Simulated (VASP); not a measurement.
Write the native input for VASP 6.6.1 that does the following.

```yaml
Task: single point
Functional: PBE
Potentials_or_basis: VASP PAW PBE potentials, release 64 (Mo_sv, Se, S)
Cutoff: 500 eV
k_mesh: 3 × 3 × 2
Occupations: gaussian, width 0.15 eV
Spin: collinear spin, ferromagnetic start
Starting_moments: "[1.0, 1.0, 0.0, 0.0, 0.0] μB"
Dipole_correction: no
Further_INCAR_settings: ALGO = Normal; EDIFF = 1e-06; NBANDS = 35
```

The structure of Mo2Se2S lies in POSCAR:

```
Mo2Se2S
1.0
    4.9920357702     -0.0000000032      0.0000000000
   -2.4960178824      4.3232297952      0.0000000000
    0.0000000000      0.0000000000      6.7902831425
Mo Se S
2 2 1
Direct
    0.0000000000      0.0000000000      0.8606089028
    0.0000000000      0.0000000000      0.1393910972
    0.3333333333      0.6666666667      0.5000000000
    0.6666666667      0.3333333333      0.5000000000
    0.0000000000      0.0000000000      0.5000000000
```

The input as run:

INCAR

```
PREC = Accurate
ENCUT = 500
EDIFF = 1E-6
ISMEAR = 0
SIGMA = 0.15
LREAL = F
LASPH = T
NELM = 200
ALGO = Normal
ISIF = 2
LWAVE = F
LCHARG = T
ISPIN = 2
MAGMOM = 1 1 0 0 0
LORBIT = 11
LMAXMIX = 4
GGA = PE
LELF = T
LVHAR = T
NBANDS = 35
GGA_COMPAT = F
```

KPOINTS

```
regular mesh
0
Gamma
  3 3 2
```

Potentials or basis: VASP PAW PBE potentials, release 64 (Mo_sv, Se, S).

Run with:

```console
$ cat potpaw_PBE.64/Mo_sv/POTCAR potpaw_PBE.64/Se/POTCAR potpaw_PBE.64/S/POTCAR > POTCAR
$ mpirun -np 1 vasp_std > vasp.out
```

Results of the run:

- Pressure: 0.4 GPa
- Largest force: 0.979 eV/Å
- Band gap on the k mesh: zero (filled and empty bands overlap)
- Net moment: 0.00 μB per cell
- Valence electrons inside the program's atomic spheres: Mo 12.92; Se 3.64; S 3.68

Caveat: the k points lie up to 0.48 Å⁻¹ apart.

Run time: 72 s on 1 thread of Intel Xeon 6975P-C (shared host), peak memory 0.3 GiB.
